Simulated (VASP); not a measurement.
# Si16O (a cell with a defect) in VASP: notebook

Si16O (a cell with a defect) is run at these levels: PBEsol; tasks: single point.

Everything below comes from runs of VASP 6.6.1. Logs are shortened: lines on timing, memory, paths and dates and some standing lists are left out, and cuts for length are marked.

### Step 1. The cell of the first run

The cell holds a defect, 17 atoms: a = 7.679 Å, b = 7.679 Å, c = 7.679 Å, α = 60.00°, β = 60.00°, γ = 60.00°.

### Step 2. Single point, PBEsol, collinear spin, ferromagnetic start

INCAR reads:

```
PREC = Accurate
ENCUT = 520
EDIFF = 1E-7
ISMEAR = -1
SIGMA = 0.05
LREAL = Auto
LASPH = True
NELM = 150
ALGO = Normal
ISIF = 2
LWAVE = False
LCHARG = False
ISPIN = 2
MAGMOM = 0 0 0 0 0 0 0 0 0 0 0 0 0 0 0 0 1
LORBIT = 11
GGA = PS
NBANDS = 53
```

KPOINTS reads:

```
regular mesh
0
Gamma
  2 2 2
```

POSCAR reads:

```
Si16O
1.0
    0.0000000000      5.4300000000      5.4300000000
    5.4300000000      0.0000000000      5.4300000000
    5.4300000000      5.4300000000      0.0000000000
Si O
16 1
Direct
    0.0482228361     -0.0390515654      0.0828453039
    0.1405893186      0.1654327808      0.1615469613
   -0.0646869245      0.0255524862      0.5436556169
    0.0525414365      0.1397790055      0.7157274401
    0.0386372007      0.5352117864      0.0285082873
    0.2297329650      0.5709484346      0.1854419890
   -0.0068600368      0.5116482505      0.5242265193
    0.1046408840      0.6658747698      0.6349907919
    0.5059668508     -0.0276795580      0.0548618785
    0.5848710866      0.1245027624      0.2067495396
    0.4211141805      0.0309116022      0.5522744015
    0.5687569061      0.1228084715      0.6797697974
    0.6404235727      0.4781399632     -0.0412891344
    0.6696500921      0.6039779006      0.1642725599
    0.4704235727      0.5121362799      0.5171454880
    0.6105064457      0.6402302026      0.6217403315
    0.8050736648      0.9779650092      0.2471915285
```

Potentials or basis: VASP PAW PBE potentials, release 64 (Si, O).

On the command line:

```
$ cat potpaw_PBE.64/Si/POTCAR potpaw_PBE.64/O/POTCAR > POTCAR
$ mpirun -np 1 vasp_std > vasp.out
```

OUTCAR:

```text
PREC = Accurate
   ENCUT = 520
   EDIFF = 1E-7
   ISMEAR = -1
   LREAL = Auto
   LASPH = True
   NELM = 150
   ISIF = 2
   ISPIN = 2
   LORBIT = 11
   GGA = PS

 ion  position               nearest neighbor table
   1  0.048  0.961  0.083-  17 1.63   2 2.41   4 2.43   6 2.47  10 2.91
   2  0.141  0.165  0.162-   5 2.32   9 2.34   1 2.41   3 2.48
   3  0.935  0.026  0.544-   8 2.28  12 2.30   2 2.48   4 2.54
   4  0.053  0.140  0.716-  11 2.33   7 2.39   1 2.43   3 2.54
   5  0.039  0.535  0.029-   2 2.32  14 2.34   6 2.49   8 2.52
   6  0.230  0.571  0.185-   7 2.28   1 2.47   5 2.49  13 2.64  10 3.12
   7  0.993  0.512  0.524-   6 2.28   8 2.37   4 2.39  16 2.41  13 3.06
   8  0.105  0.666  0.635-   3 2.28  15 2.30   7 2.37   5 2.52
   9  0.506  0.972  0.055-  14 2.33   2 2.34  12 2.39  10 2.42
  10  0.585  0.125  0.207-  17 1.58  11 2.19   9 2.42  13 2.52   1 2.91   6 3.12
  11  0.421  0.031  0.552-  10 2.19  12 2.31   4 2.33  16 2.49
  12  0.569  0.123  0.680-   3 2.30  11 2.31   9 2.39  15 2.45
  13  0.640  0.478  0.959-  16 2.32  14 2.36  10 2.52   6 2.64   7 3.06
  14  0.670  0.604  0.164-  15 2.28   9 2.33   5 2.34  13 2.36
  15  0.470  0.512  0.517-  14 2.28   8 2.30  16 2.34  12 2.45
  16  0.611  0.640  0.622-  13 2.32  15 2.34   7 2.41  11 2.49
  17  0.805  0.978  0.247-  10 1.58   1 1.63

  LATTYP: Found a face centered cubic cell.
 ALAT       =    10.8600000000

  Lattice vectors:

 A1 = (   0.0000000000,   5.4300000000,   5.4300000000)
 A2 = (   5.4300000000,   0.0000000000,   5.4300000000)
 A3 = (   5.4300000000,   5.4300000000,   0.0000000000)

Analysis of symmetry for initial positions (statically):
=====================================================================
 Subroutine PRICEL returns:
 Original cell was already a primitive cell.

 Routine SETGRP: Setting up the symmetry group for a
 face centered cubic supercell.

 Subroutine GETGRP returns: Found  1 space group operations
 (whereof  1 operations were pure point group operations)
 out of a pool of 48 trial point group operations.

The static configuration has the point symmetry C_1 .

Analysis of symmetry for dynamics (positions and initial velocities):
=====================================================================
 Subroutine PRICEL returns:
 Original cell was already a primitive cell.

 Routine SETGRP: Setting up the symmetry group for a
 face centered cubic supercell.

 Subroutine GETGRP returns: Found  1 space group operations
 (whereof  1 operations were pure point group operations)
 out of a pool of 48 trial point group operations.

The dynamic configuration has the point symmetry C_1 .

Analysis of structural, dynamic, and magnetic symmetry:
=====================================================================
 Subroutine PRICEL returns:
 Original cell was already a primitive cell.

 Routine SETGRP: Setting up the symmetry group for a
 face centered cubic supercell.

 Subroutine GETGRP returns: Found  1 space group operations
 (whereof  1 operations were pure point group operations)
 out of a pool of 48 trial point group operations.

The overall configuration has the point symmetry C_1 .

 Subroutine INISYM returns: Found  1 space group operations
 (whereof  1 operations are pure point group operations),
 and found     1 'primitive' translations

----------------------------------------------------------------------------------------

                                     Primitive cell

  volume of cell :     320.2060

  direct lattice vectors                    reciprocal lattice vectors
     0.000000000  5.430000000  5.430000000    -0.092081031  0.092081031  0.092081031
     5.430000000  0.000000000  5.430000000     0.092081031 -0.092081031  0.092081031
     5.430000000  5.430000000  0.000000000     0.092081031  0.092081031 -0.092081031

  length of vectors
     7.679179644  7.679179644  7.679179644     0.159489025  0.159489025  0.159489025

  position of ions in fractional coordinates (direct lattice)
     0.048222836  0.960948435  0.082845304
     0.140589319  0.165432781  0.161546961
     0.935313075  0.025552486  0.543655617
     0.052541437  0.139779006  0.715727440
     0.038637201  0.535211786  0.028508287
     0.229732965  0.570948435  0.185441989
[... 9 lines left out ...]
     0.610506446  0.640230203  0.621740331
     0.805073665  0.977965009  0.247191528

  ion indices of the primitive-cell ions
   primitive index   ion index
                 1           1
                 2           2
                 3           3
                 4           4
                 5           5
                 6           6
[... 9 lines left out ...]
                16          16
                17          17

----------------------------------------------------------------------------------------

 KPOINTS: regular mesh

Automatic generation of k-mesh.
 Grid dimensions read from file:
 generate k-points for:    2    2    2

 Generating k-lattice:

  Cartesian coordinates                     Fractional coordinates (reciprocal lattice)
    -0.046040516  0.046040516  0.046040516     0.500000000  0.000000000  0.000000000
     0.046040516 -0.046040516  0.046040516     0.000000000  0.500000000  0.000000000
     0.046040516  0.046040516 -0.046040516     0.000000000  0.000000000  0.500000000

  Length of vectors
     0.079744512  0.079744512  0.079744512

  Shift w.r.t. Gamma in fractional coordinates (k-lattice)
     0.000000000  0.000000000  0.000000000

 Subroutine IBZKPT returns following result:
 ===========================================

 Found      8 irreducible k-points:

 Following reciprocal coordinates:
            Coordinates               Weight
  0.000000  0.000000  0.000000      1.000000
  0.500000  0.000000  0.000000      1.000000
  0.000000  0.500000  0.000000      1.000000
  0.000000  0.000000  0.500000      1.000000
  0.500000  0.500000  0.500000      1.000000
  0.500000  0.500000  0.000000      1.000000
  0.000000  0.500000  0.500000      1.000000
  0.500000  0.000000  0.500000      1.000000
   k-points           NKPTS =      8   k-points in BZ     NKDIM =      8   number of bands    NBANDS=     53
   number of dos      NEDOS =    301   number of ions     NIONS =     17
   total plane-waves  NPLWV = 216000
   dimension x,y,z NGX =    60 NGY =   60 NGZ =   60
   dimension x,y,z NGXF=   120 NGYF=  120 NGZF=  120
   ions per type =              16   1
   NGX,Y,Z   is equivalent  to a cutoff of  12.99, 12.99, 12.99 a.u.
   NGXF,Y,Z  is equivalent  to a cutoff of  25.98, 25.98, 25.98 a.u.
 SYSTEM =  unknown system
   PREC   = accura    normal or accurate (medium, high low for compatibility)
   ISTART =      0    job   : 0-new  1-cont  2-samecut
   ICHARG =      2    charge: 1-file 2-atom 10-const
   ISPIN  =      2    spin polarized calculation?
   LNONCOLLINEAR =      F non collinear calculations
   LSORBIT =      F    spin-orbit coupling
   LASPH  =      T    aspherical Exc in radial PAW
   ENCUT  =  520.0 eV  38.22 Ry    6.18 a.u.  14.28 14.28 14.28*2*pi/ulx,y,z
   NELM   =    150;   NELMIN=  2; NELMDL= -5     # of ELM steps
   EDIFF  = 0.1E-06   stopping-criterion for ELM
   LREAL  =      T    real-space projection
   EDIFFG = 0.1E-05   stopping-criterion for IOM
   NSW    =      0    number of steps for IOM
   IBRION =     -1    ionic relax: 0-MD 1-quasi-New 2-CG
   NFREE  =      0    steps in history (QN), initial steepest desc. (CG)
   ISIF   =      2    stress and relaxation
   ISYM   =      2    0-nonsym 1-usesym 2-fastsym
   POTIM  = 0.5000    time-step for ionic-motion
   TEBEG  =    0.0;   TEEND  =   0.0 temperature during run
   PSTRESS=    0.0 pullay stress
   NELECT =      70.0000    total number of electrons
   NUPDOWN=      -1.0000    fix difference up-down
   EMIN   =  10.00;   EMAX   =-10.00  energy-range for DOS
   EFERMI =   0.00;   METHOD = LEGACY
   ISMEAR =    -1;   SIGMA  =   0.05  broadening in eV -4-tet -1-fermi 0-gaus
   EFERMI_NEDOS =   21; number of points for ismear=-14 and -15
   IALGO  =     38    algorithm
   IMIX   =      4    mixing-type and parameters
     AMIX     =   0.40;   BMIX     =  1.00
     AMIX_MAG =   1.60;   BMIX_MAG =  1.00
  volume/ion in A,a.u.               =      18.84       127.11
  Fermi-wavevector in a.u.,A,eV,Ry     =   0.986199  1.863645 13.232857  0.972588
  Thomas-Fermi vector in A             =   2.117562
   LORBIT       =     11    0 simple, 1 ext, 2 COOP (PROOUT), +10 PAW based schemes
   GGA     = PS    functional components
   LHFCALC =     F    Hartree Fock is set to
   AEXX    =    0.0000 exact exchange contribution
   IVDW    =     0    specifies the selected vdW correction
   LEPSILON=     F    determine dielectric tensor
   LRPA    =     F    only Hartree local field effects (RPA)
 spin polarized calculation
  energy-cutoff  :      520.00
  volume of cell :      320.21
 maximum number of plane-waves:      8646
 NGX is ok and might be reduce to    60
   NGX = 29   NGY = 29   NGZ = 29

 number of electron      70.0000002 magnetization      -0.0000000

 number of electron      70.0000002 magnetization       0.0000039

 Free energy of the ion-electron system (eV)
  ---------------------------------------------------
  ext. energy  EPLUGINS =         0.00000000
  ---------------------------------------------------
  free energy    TOTEN  =       -96.04514618 eV

  energy without entropy =      -96.02237170  energy(sigma->0) =      -96.03375894

 E-fermi :   6.2097     XC(G=0):  -9.7394

 val. band max:        6.1910740971   @ k =   0.0000   0.0000   0.0000
 cond. band min:       6.2196304715   @ k =   0.5000   0.0000   0.0000
 fundamental gap:      0.0285563744
 Fermi energy:         6.2096516823

 spin component 1

 k-point     1 :       0.0000    0.0000    0.0000
  band No.  band energies     occupation
      1     -15.1648      1.00000
      2      -5.8708      1.00000
      3      -4.7677      1.00000
      4      -3.7272      1.00000
      5      -3.6099      1.00000
      6      -3.3009      1.00000
[... 39 lines left out ...]
     46       8.4202      0.00000
     47       8.6020      0.00000
[... 308 lines left out ...]
      6      -3.7742      1.00000
[... 39 lines left out ...]
     46       9.7081      0.00000
     47       9.8773      0.00000
 Fermi energy:         6.2096516823

 spin component 2

 k-point     1 :       0.0000    0.0000    0.0000
  band No.  band energies     occupation
      1     -15.1648      1.00000
      2      -5.8708      1.00000
      3      -4.7677      1.00000
      4      -3.7272      1.00000
      5      -3.6099      1.00000
      6      -3.3009      1.00000
[... 39 lines left out ...]
     46       8.4202      0.00000
     47       8.6020      0.00000
[... 308 lines left out ...]
      6      -3.7742      1.00000
[... 39 lines left out ...]
     46       9.7081      0.00000
     47       9.8773      0.00000
 [bands above 47 left out]

------------------------ aborting loop because EDIFF is reached ----------------------------------------

  FORCE on cell =-STRESS in cart. coord.  units (eV):
  Direction    XX          YY          ZZ          XY          YZ          ZX
  --------------------------------------------------------------------------------------
  -------------------------------------------------------------------------------------
  Total        1.7753892      0.9359771      2.1531784     -2.7288269      2.6225251     -6.0720462
  in kB        8.8833069      4.6832391     10.7736064    -13.6539114     13.1220217    -30.3819864
  external PRESSURE =       8.1133841 kB  Pullay stress =       0.0000000 kB

 VOLUME and BASIS-vectors are now :
 -----------------------------------------------------------------------------
  energy-cutoff  :      520.00
  volume of cell :      320.21
      direct lattice vectors                 reciprocal lattice vectors
     0.000000000  5.430000000  5.430000000    -0.092081031  0.092081031  0.092081031
     5.430000000  0.000000000  5.430000000     0.092081031 -0.092081031  0.092081031
     5.430000000  5.430000000  0.000000000     0.092081031  0.092081031 -0.092081031

 POSITION                                       TOTAL-FORCE (eV/Angst)
 -----------------------------------------------------------------------------------
      5.66780      0.71170      5.47980        -0.855801      0.299809      1.443592
      1.77550      1.64060      1.66170        -0.370227      0.205402     -1.496435
      3.09080      8.03080      5.21750         0.349885      0.429611      1.978908
      4.64540      4.17170      1.04430        -0.357463     -0.451023     -0.682589
      3.06100      0.36460      3.11600        -0.337335      0.033457      0.562486
      4.10720      2.25440      4.34770        -0.758893     -1.397181      1.156286
[... 9 lines left out ...]
      6.85250      6.69110      6.79150         0.492267     -0.149464      0.873841
      6.65260      5.71380      9.68190        -0.979282      2.442479      0.137557
 -----------------------------------------------------------------------------------
    total drift:                               -0.001407     -0.001388      0.006377

  FREE ENERGIE OF THE ION-ELECTRON SYSTEM (eV)
  ---------------------------------------------------
  free  energy   TOTEN  =       -96.0451461771 eV

  energy  without entropy=      -96.0223716956  energy(sigma->0) =      -96.03375894

 total charge

# of ion       s       p       d       tot
------------------------------------------
    1        0.753   0.880   0.000   1.633
    2        0.754   0.914   0.000   1.668
    3        0.750   0.907   0.000   1.658
    4        0.754   0.896   0.000   1.650
    5        0.757   0.888   0.000   1.645
    6        0.774   0.861   0.000   1.635
[... 9 lines left out ...]
   16        0.759   0.894   0.000   1.653
   17        1.575   3.650   0.000   5.224
--------------------------------------------------
tot         13.689  18.222   0.000  31.911

 magnetization (x)

# of ion       s       p       d       tot
------------------------------------------
    1        0.000   0.000   0.000   0.000
    2        0.000   0.000   0.000   0.000
    3        0.000   0.000   0.000   0.000
    4       -0.000   0.000   0.000   0.000
    5        0.000   0.000   0.000   0.000
    6        0.000  -0.000   0.000  -0.000
[... 9 lines left out ...]
   16        0.000  -0.000   0.000   0.000
   17        0.000  -0.000   0.000  -0.000
--------------------------------------------------
tot          0.000   0.000   0.000   0.000
```

Wall time 19 min (1 thread of Intel Xeon 8259CL, shared host); peak memory 0.71 GiB.

What came out:

```
Free energy                                           : -96.0451 eV
Pressure                                              : 0.8 GPa
Largest force                                         : 4.071 eV/Å
Band gap on the k mesh                                : zero (filled and empty bands overlap)
Net moment                                            : 0.00 μB per cell
Valence electrons inside the program's atomic spheres : Si 1.63, 1.67, 1.66, 1.65, 1.64, 1.68, 1.70, 1.73, 1.69 (each value once); O 5.22
```

Forces on the atoms (eV/Å):
```
Si  -0.856  0.300  1.444
Si  -0.370  0.205 -1.496
Si   0.350  0.430  1.979
Si  -0.357 -0.451 -0.683
Si  -0.337  0.033  0.562
Si  -0.759 -1.397  1.156
Si   0.624  0.373 -0.877
Si   0.394  0.751 -1.028
Si   0.884 -0.378  0.807
Si  -0.467 -3.939  0.915
Si   0.612  1.067 -1.898
Si   0.652 -0.058  0.475
Si   0.611  0.175 -2.174
Si  -0.274 -0.501  0.428
Si  -0.219  1.098 -0.623
Si   0.492 -0.149  0.874
O   -0.979  2.442  0.138
```

Caveat: the k points lie up to 0.50 Å⁻¹ apart; the atoms stand as in a frame of molecular dynamics; the PAW data sets were made with another functional, which shifts forces and pressure a little.

[end of part 1 of 2]

The gap in the log of VASP goes by the Fermi energy; the results here count the filled bands.